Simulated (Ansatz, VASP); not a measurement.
LiF in VASP and in Ansatz

```xyz
4
Lattice="3.0141 0.0000 0.0000 -1.5070 2.6103 0.0000 0.0000 0.0000 4.7086" Properties=species:S:1:pos:R:3 pbc="T T T"
Li    0.0000    1.7402    1.8080
Li    1.5070    0.8701    4.1623
F     0.0000    1.7402    4.6663
F     1.5070    0.8701    2.3120
```

Alike in both runs: task single point; functional LDA; k mesh 9 × 9 × 6; occupations gaussian, width 0.05 eV; no spin polarisation.

```csv
,VASP,Ansatz
version,VASP 6.6.1,Ansatz 0.2.0
potentials or method,"VASP PAW LDA potentials, release 64 (Li_sv, F), cutoff 520 eV","scalar-relativistic, plane waves, PAW"
valence electrons in the cell,20,20
```

Ansatz gave:

- gap on the k mesh at the Fermi level (eV): 7.85
- least direct gap on the mesh (eV): 7.85
- rms of the force components (eV/Å): 0.041

Estimate VASP's values.

gap on the k mesh at the Fermi level (eV): 7.84; least direct gap on the mesh (eV): 7.84; rms of the force components (eV/Å): 0.040.

LDA's correlation is that of Perdew and Zunger in VASP and of Perdew and Wang (1992) in Ansatz. Atom by atom the forces differ by 0.000 eV/Å (rms over components).

Noted on VASP's run: the cutoff is under 1.25 times that of the potentials, so the pressure is a little rough.
